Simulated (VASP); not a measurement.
KMo2: relaxation of cell and atoms with PBE

Crystal: KMo2.

```
K Mo
1.0
     3.32817    0.00000    0.00000
    -1.66408    2.88228    0.00000
     0.00000    0.00000   12.94521
K Mo
2 4
Direct
  0.33333 0.66667 0.25000
  0.66667 0.33333 0.75000
  0.33333 0.66667 0.62750
  0.66667 0.33333 0.12750
  0.33333 0.66667 0.87250
  0.66667 0.33333 0.37250
```

```json
{"Program": "VASP 6.6.1", "Task": "relaxation of cell and atoms", "Functional": "PBE", "Potentials or basis": "VASP PAW PBE potentials, release 64 (K_sv, Mo_sv)", "Cutoff": "500 eV", "k mesh": "6 × 6 × 2", "Occupations": "gaussian, width 0.1 eV", "Spin": "no spin polarisation", "Dipole correction": "no", "Further INCAR settings": "ALGO = Normal; EDIFF = 1e-07; IBRION = 2; EDIFFG = -0.04; NSW = 90; ISIF = 3"}
```

- Relaxed volume: 23.68 Å³/atom
- Relaxed cell: a = 3.171 Å, b = 3.171 Å, c = 16.316 Å, α = 90.00°, β = 90.00°, γ = 120.00°
- Space group after relaxing (to 0.1 Å): P6_3/mmc (No. 194)
- Pressure after relaxing: 0.0 GPa
- Largest force after relaxing: 0.027 eV/Å
- Band gap on the k mesh: zero (bands 37 and 38 overlap by 2.77 eV)

Forces in eV/Å, atoms in the order of the input:
```
K    0.000  0.000  0.000
K    0.000  0.000  0.000
Mo   0.000  0.000 -0.027
Mo   0.000  0.000 -0.027
Mo   0.000  0.000  0.027
Mo   0.000  0.000  0.027
```

Stress tensor (GPa, compression positive):
```
 0.15  0.00  0.00
 0.00  0.15  0.00
 0.00  0.00 -0.25
```

Final structure:
```
K Mo
1.0
     3.17103    0.00000    0.00000
    -1.58551    2.74619    0.00000
     0.00000    0.00000   16.31582
K Mo
2 4
Direct
  0.33333 0.66667 0.25000
  0.66667 0.33333 0.75000
  0.33333 0.66667 0.44946
  0.66667 0.33333 0.94946
  0.33333 0.66667 0.05054
  0.66667 0.33333 0.55054
```

Levels at points of the mesh, in eV from the Fermi level:
| k point | band 35 | band 36 | band 37 | band 38 | band 39 | band 40 | band 41 | band 42 |
| --- | --- | --- | --- | --- | --- | --- | --- | --- |
| (0.00, 0.00, 0.00) | -1.90 | -1.90 | -1.90 | -1.64 | -1.20 | 0.00 | 1.01 | 1.05 |
| (0.50, 0.00, 0.00) | -0.45 | -0.39 | 0.87 | 1.01 | 1.18 | 1.28 | 1.76 | 1.76 |
| (0.00, 0.00, 0.50) | -1.90 | -1.90 | -1.90 | -1.90 | -0.45 | -0.45 | 1.03 | 1.03 |
| (0.50, 0.00, 0.50) | -0.35 | -0.35 | 0.87 | 0.87 | 1.23 | 1.23 | 1.76 | 1.76 |

Wall time 26 min on 1 thread of Intel(R) Xeon(R) Platinum 8259CL CPU @ 2.50GHz (Skylake/Cascade Lake), with other jobs on the host, peak memory 0.27 GiB.

Caveat: the k points lie up to 0.38 Å⁻¹ apart in the final cell, too coarse for converged energies and pressures of a metal; a cell axis changed by over 15 % at a fixed basis, so the end point is rough.
